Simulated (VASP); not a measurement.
# MnO2 (P6_3/mmc) in VASP: relaxation of shape and atoms at fixed volume with PBE+D3(BJ)

Aim: the relaxation of shape and atoms at fixed volume of MnO2 with PBE+D3(BJ).

Program: VASP 6.6.1. These are calculated values, not measurements. Logs are shortened: lines on timing, memory, paths and dates and some standing lists are left out, and cuts for length are marked.

### Step 1. The cell of the first run

The structure is hexagonal, space group P6_3/mmc (No. 194). The conventional cell has a = 2.836 Å, b = 2.836 Å, c = 9.853 Å, α = 90.00°, β = 90.00°, γ = 120.00°. Within 2.5 Å of Mn (site symmetry -3m) lie 6 O at 1.89 Å. O (site symmetry 3m) has 3 Mn at 1.89 Å and 3 O at 2.51 Å within 2.6 Å.

### Step 2. Relaxation of shape and atoms at fixed volume, PBE+D3(BJ), collinear spin, ferromagnetic start (11.44 Å³/atom)

INCAR reads:

```
PREC     = Accurate       # precision mode
ENCUT    = 600            # plane-wave cutoff, eV
EDIFF    = 1E-6           # SCF threshold, eV
ISMEAR   = 0              # smearing method
SIGMA    = 0.02           # smearing width, eV
LREAL    = False          # projectors in reciprocal space
LASPH    = True           # aspherical terms in the spheres
NELM     = 150            # most SCF steps
ALGO     = Normal         # electronic algorithm
ISIF     = 4              # what is computed and relaxed
LWAVE    = False          # write WAVECAR
LCHARG   = False          # write CHGCAR
ISPIN    = 2              # spin polarisation
MAGMOM   = 2.75 2.75 0 0 0 0 # initial moments
LORBIT   = 11             # projections on sites
LMAXMIX  = 4              # l up to which the mixer works
GGA      = PE             # functional
IVDW     = 12             # dispersion correction
IBRION   = 2              # ionic algorithm
NSW      = 50             # ionic steps
EDIFFG   = -0.01          # ionic threshold
KPAR     = 4
```

KPOINTS reads:

```
Automatic mesh
0
Gamma
  12 12 4
```

POSCAR reads:

```
MnO2
1.0
    2.8362402779      0.0000000000      0.0000000000
   -1.4181201389      2.4562561319      0.0000000000
    0.0000000000      0.0000000000      9.8525700234
Mn O
2 4
Direct
    0.0000000000      0.0000000000      0.0000000000
    0.0000000000      0.0000000000      0.5000000000
    0.3333333333      0.6666666667      0.9037602986
    0.3333333333      0.6666666667      0.5962397014
    0.6666666667      0.3333333333      0.0962397014
    0.6666666667      0.3333333333      0.4037602986
```

Potentials or basis: VASP PAW PBE potentials, release 64 (Mn_pv, O).

On the command line:

```sh
cat potpaw_PBE.64/Mn_pv/POTCAR potpaw_PBE.64/O/POTCAR > POTCAR
mpirun -np 4 vasp_std > vasp.out
```

OUTCAR:

```text
PREC = Accurate
   ENCUT = 600
   EDIFF = 1E-6
   ISMEAR = 0
   LREAL = False
   LASPH = True
   NELM = 150
   ISIF = 4
   ISPIN = 2
   LORBIT = 11
   GGA = PE
   IVDW = 12
   IBRION = 2
   NSW = 50
   EDIFFG = -0.01
 IVDW          = 12

 ion  position               nearest neighbor table
   1  0.000  0.000  0.000-   3 1.89   5 1.89   3 1.89   5 1.89   5 1.89   3 1.89
   2  0.000  0.000  0.500-   4 1.89   6 1.89   4 1.89   6 1.89   6 1.89   4 1.89
   3  0.333  0.667  0.904-   1 1.89   1 1.89   1 1.89
   4  0.333  0.667  0.596-   2 1.89   2 1.89   2 1.89
   5  0.667  0.333  0.096-   1 1.89   1 1.89   1 1.89
   6  0.667  0.333  0.404-   2 1.89   2 1.89   2 1.89

  LATTYP: Found a hexagonal cell.
 ALAT       =     2.8362402779
 C/A-ratio  =     3.4738135905

  Lattice vectors:

 A1 = (   2.8362402779,   0.0000000000,   0.0000000000)
 A2 = (  -1.4181201389,   2.4562561319,   0.0000000000)
 A3 = (   0.0000000000,   0.0000000000,   9.8525700234)

Analysis of symmetry for initial positions (statically):
=====================================================================
 Subroutine PRICEL returns:
 Original cell was already a primitive cell.

 Routine SETGRP: Setting up the symmetry group for a
 hexagonal supercell.

 Subroutine GETGRP returns: Found 24 space group operations
 (whereof 12 operations were pure point group operations)
 out of a pool of 24 trial point group operations.

The static configuration has the point symmetry D_3d.
 The point group associated with its full space group is D_6h.

Analysis of symmetry for dynamics (positions and initial velocities):
=====================================================================
 Subroutine PRICEL returns:
 Original cell was already a primitive cell.

 Routine SETGRP: Setting up the symmetry group for a
 hexagonal supercell.

 Subroutine GETGRP returns: Found 24 space group operations
 (whereof 12 operations were pure point group operations)
 out of a pool of 24 trial point group operations.

The dynamic configuration has the point symmetry D_3d.
 The point group associated with its full space group is D_6h.

Analysis of structural, dynamic, and magnetic symmetry:
=====================================================================
 Subroutine PRICEL returns:
 Original cell was already a primitive cell.

 Routine SETGRP: Setting up the symmetry group for a
 hexagonal supercell.

 Subroutine GETGRP returns: Found 24 space group operations
 (whereof 12 operations were pure point group operations)
 out of a pool of 24 trial point group operations.

The overall configuration has the point symmetry D_3d.
 The point group associated with its full space group is D_6h.

 Subroutine INISYM returns: Found 24 space group operations
 (whereof 12 operations are pure point group operations),
 and found     1 'primitive' translations

----------------------------------------------------------------------------------------

                                     Primitive cell

  volume of cell :      68.6383

  direct lattice vectors                    reciprocal lattice vectors
     2.836240278  0.000000000  0.000000000     0.352579437  0.203561833  0.000000000
    -1.418120139  2.456256132  0.000000000     0.000000000  0.407123666  0.000000000
     0.000000000  0.000000000  9.852570023     0.000000000  0.000000000  0.101496361

  length of vectors
     2.836240278  2.836240278  9.852570023     0.407123666  0.407123666  0.101496361

  position of ions in fractional coordinates (direct lattice)
     0.000000000  0.000000000  0.000000000
     0.000000000  0.000000000  0.500000000
     0.333333333  0.666666667  0.903760299
     0.333333333  0.666666667  0.596239701
     0.666666667  0.333333333  0.096239701
     0.666666667  0.333333333  0.403760299

  ion indices of the primitive-cell ions
   primitive index   ion index
                 1           1
                 2           2
                 3           3
                 4           4
                 5           5
                 6           6

----------------------------------------------------------------------------------------

 KPOINTS: Automatic mesh

Automatic generation of k-mesh.
 Grid dimensions read from file:
 generate k-points for:   12   12    4

 Generating k-lattice:

  Cartesian coordinates                     Fractional coordinates (reciprocal lattice)
     0.029381620  0.016963486  0.000000000     0.083333333  0.000000000  0.000000000
     0.000000000  0.033926972  0.000000000     0.000000000  0.083333333  0.000000000
     0.000000000  0.000000000  0.025374090     0.000000000  0.000000000  0.250000000

  Length of vectors
     0.033926972  0.033926972  0.025374090

  Shift w.r.t. Gamma in fractional coordinates (k-lattice)
     0.000000000  0.000000000  0.000000000

 Subroutine IBZKPT returns following result:
 ===========================================

 Found     57 irreducible k-points:

 Following reciprocal coordinates:
            Coordinates               Weight
  0.000000  0.000000  0.000000      1.000000
  0.083333  0.000000  0.000000      6.000000
  0.166667  0.000000  0.000000      6.000000
  0.250000 -0.000000  0.000000      6.000000
  0.333333  0.000000  0.000000      6.000000
  0.416667  0.000000  0.000000      6.000000
[... 16 lines left out ...]
  0.250000 -0.000000  0.250000     12.000000
  0.333333  0.000000  0.250000     12.000000
 [... further k-points ...]
   k-points           NKPTS =     57   k-points in BZ     NKDIM =     57   number of bands    NBANDS=     33
   number of dos      NEDOS =    301   number of ions     NIONS =      6
   total plane-waves  NPLWV =  46080
   dimension x,y,z NGX =    24 NGY =   24 NGZ =   80
   dimension x,y,z NGXF=    48 NGYF=   48 NGZF=  160
   ions per type =               2   4
   NGX,Y,Z   is equivalent  to a cutoff of  14.07, 14.07, 13.50 a.u.
   NGXF,Y,Z  is equivalent  to a cutoff of  28.14, 28.14, 27.00 a.u.
 SYSTEM =  unknown system
   PREC   = accura    normal or accurate (medium, high low for compatibility)
   ISTART =      0    job   : 0-new  1-cont  2-samecut
   ICHARG =      2    charge: 1-file 2-atom 10-const
   ISPIN  =      2    spin polarized calculation?
   LNONCOLLINEAR =      F non collinear calculations
   LSORBIT =      F    spin-orbit coupling
   LASPH  =      T    aspherical Exc in radial PAW
   ENCUT  =  600.0 eV  44.10 Ry    6.64 a.u.   5.66  5.66 19.68*2*pi/ulx,y,z
   NELM   =    150;   NELMIN=  2; NELMDL= -5     # of ELM steps
   EDIFF  = 0.1E-05   stopping-criterion for ELM
   LREAL  =      F    real-space projection
   EDIFFG = -.1E-01   stopping-criterion for IOM
   NSW    =     50    number of steps for IOM
   IBRION =      2    ionic relax: 0-MD 1-quasi-New 2-CG
   NFREE  =      1    steps in history (QN), initial steepest desc. (CG)
   ISIF   =      4    stress and relaxation
   ISYM   =      2    0-nonsym 1-usesym 2-fastsym
   POTIM  = 0.5000    time-step for ionic-motion
   TEBEG  =    0.0;   TEEND  =   0.0 temperature during run
   PSTRESS=    0.0 pullay stress
   NELECT =      50.0000    total number of electrons
   NUPDOWN=      -1.0000    fix difference up-down
   EMIN   =  10.00;   EMAX   =-10.00  energy-range for DOS
   EFERMI =   0.00;   METHOD = LEGACY
   ISMEAR =     0;   SIGMA  =   0.02  broadening in eV -4-tet -1-fermi 0-gaus
   EFERMI_NEDOS =   21; number of points for ismear=-14 and -15
   IALGO  =     38    algorithm
   IMIX   =      4    mixing-type and parameters
     AMIX     =   0.40;   BMIX     =  1.00
     AMIX_MAG =   1.60;   BMIX_MAG =  1.00
  volume/ion in A,a.u.               =      11.44        77.20
  Fermi-wavevector in a.u.,A,eV,Ry     =   1.473023  2.783609 29.521864  2.169796
  Thomas-Fermi vector in A             =   2.587966
   LORBIT       =     11    0 simple, 1 ext, 2 COOP (PROOUT), +10 PAW based schemes
   GGA     = PE    functional components
   LHFCALC =     F    Hartree Fock is set to
   AEXX    =    0.0000 exact exchange contribution
   IVDW    =    12    specifies the selected vdW correction
   LEPSILON=     F    determine dielectric tensor
   LRPA    =     F    only Hartree local field effects (RPA)
 conjugate gradient relaxation of ions
 spin polarized calculation
 Gauss-broadening in eV      SIGMA  =   0.02
  energy-cutoff  :      600.00
  volume of cell :       68.64
 maximum number of plane-waves:      2319
 NGX is ok and might be reduce to    24
   NGX = 11   NGY = 11   NGZ = 39

--------------------------------------- Ionic step        1  -------------------------------------------

 number of electron      49.9999999 magnetization       5.9996010

 Free energy of the ion-electron system (eV)
  ---------------------------------------------------
  ext. energy  EPLUGINS =         0.00000000
  ---------------------------------------------------
  free energy    TOTEN  =       -47.58123120 eV

  energy without entropy =      -47.58123120  energy(sigma->0) =      -47.58123120

------------------------ aborting loop because EDIFF is reached ----------------------------------------

 Edisp (eV)   -0.75666

 E8    (eV) :    -0.2662

  FORCE on cell =-STRESS in cart. coord.  units (eV):
  Direction    XX          YY          ZZ          XY          YZ          ZX
  --------------------------------------------------------------------------------------
  -------------------------------------------------------------------------------------
  Total       3.24320     3.24320     1.90585     0.00000     0.00000     0.00000
  in kB      75.70378    75.70378    44.48691     0.00000     0.00000     0.00000
  external pressure =       65.30 kB  Pullay stress =        0.00 kB
[... 157 lines left out ...]
  energy  without entropy=      -48.3835608257  energy(sigma->0) =      -48.38356083

--------------------------------------- Ionic step        5  -------------------------------------------

 number of electron      49.9999989 magnetization       5.9999995

 Free energy of the ion-electron system (eV)
  ---------------------------------------------------
  ext. energy  EPLUGINS =         0.00000000
  ---------------------------------------------------
  free energy    TOTEN  =       -47.62672503 eV

  energy without entropy =      -47.62672503  energy(sigma->0) =      -47.62672503

 E-fermi :   2.8297     XC(G=0): -10.4099

 val. band max:        2.6710601407   @ k =   0.0833   0.0833   0.0000
 cond. band min:       3.5274310640   @ k =   0.0000   0.0000   0.0000
 fundamental gap:      0.8563709233
 Fermi energy:         2.8296992101

 spin component 1

 k-point     1 :       0.0000    0.0000    0.0000
  band No.  band energies     occupation
      1     -47.6296      1.00000
      2     -47.6296      1.00000
      3     -47.6296      1.00000
      4     -47.6296      1.00000
      5     -47.6285      1.00000
      6     -47.6284      1.00000
[... 853 lines left out ...]
     32       5.3209      0.00000
     33      12.7012      0.00000

 [... further k-points ...]

 spin component 2

 k-point     1 :       0.0000    0.0000    0.0000
  band No.  band energies     occupation
      1     -44.5592      1.00000
      2     -44.5592      1.00000
      3     -44.5592      1.00000
      4     -44.5592      1.00000
      5     -44.3999      1.00000
      6     -44.3998      1.00000
[... 892 lines left out ...]
  FREE ENERGIE OF THE ION-ELECTRON SYSTEM (eV)
  ---------------------------------------------------
  free  energy   TOTEN  =       -48.3843002632 eV

  energy  without entropy=      -48.3843002632  energy(sigma->0) =      -48.38430026

 reached required accuracy - stopping structural energy minimisation

 total charge

# of ion       s       p       d       tot
------------------------------------------
    1        0.350   6.455   4.911  11.716
    2        0.350   6.455   4.911  11.716
    3        1.579   3.408   0.000   4.988
    4        1.579   3.408   0.000   4.988
    5        1.579   3.408   0.000   4.988
    6        1.579   3.408   0.000   4.988
--------------------------------------------------
tot          7.017  26.543   9.822  43.383

 magnetization (x)

# of ion       s       p       d       tot
------------------------------------------
    1        0.031   0.039   2.774   2.843
    2        0.031   0.039   2.774   2.843
    3        0.004   0.037   0.000   0.040
    4        0.004   0.037   0.000   0.040
    5        0.004   0.037   0.000   0.040
    6        0.004   0.037   0.000   0.040
--------------------------------------------------
tot          0.076   0.224   5.548   5.849
```

Wall time 7.7 min (4 MPI ranks of AMD EPYC 9755, shared host); peak memory 0.38 GiB.

Results:

| Quantity | Value |
| --- | --- |
| Free energy | -48.3843 eV |
| Energy gained by relaxing | 7.7 meV/atom |
| Ionic steps | 5 |
| Pressure after relaxing | 0.7 GPa |
| Largest force after relaxing | 0.006 eV/Å |
| Band gap on the k mesh | 0.86 eV (least direct gap 0.91 eV) |
| Net moment | 6.00 μB per cell |
| Site moments | Mn +2.84; O +0.04 μB |
| Valence electrons inside the program's atomic spheres | Mn 11.72; O 4.99 |
| Dispersion energy per atom | -0.126 eV |

Forces in eV/Å, atoms in the order of the input:
```
Mn   0.000  0.000  0.000
Mn   0.000  0.000  0.000
O    0.000  0.000  0.006
O    0.000  0.000 -0.006
O    0.000  0.000 -0.006
O    0.000  0.000  0.006
```

Stress tensor (GPa, compression positive):
```
0.71 0.00 0.00
0.00 0.71 0.00
0.00 0.00 0.62
```

Step by step:
| step | energy change (eV) | largest force (eV/Å) | pressure (GPa) | volume (Å³) |
| --- | --- | --- | --- | --- |
| 1 | 0.0000 | 0.5381 | 6.53 | 68.64 |
| 2 | -0.0387 | 0.0471 | 2.45 | 68.64 |
| 3 | -0.0404 | 0.0789 | 1.47 | 68.64 |
| 4 | -0.0457 | 0.0291 | 0.90 | 68.64 |
| 5 | -0.0464 | 0.0059 | 0.68 | 68.64 |

Final structure:
```yaml
crystal:
  lattice:
    - [2.86406, 0.00000, 0.00000]
    - [-1.43203, 2.48035, 0.00000]
    - [0.00000, 0.00000, 9.66206]
  atoms:
    - { symbol: Mn, position: [0.00000, 0.00000, 0.00000] }
    - { symbol: Mn, position: [0.00000, 0.00000, 0.50000] }
    - { symbol: O, position: [0.33333, 0.66667, 0.90053] }
    - { symbol: O, position: [0.33333, 0.66667, 0.59947] }
    - { symbol: O, position: [0.66667, 0.33333, 0.09947] }
    - { symbol: O, position: [0.66667, 0.33333, 0.40053] }
```

Caveat: the run started ferromagnetic, and an antiferromagnetic order may lie lower in energy. A k mesh can miss the band edges.
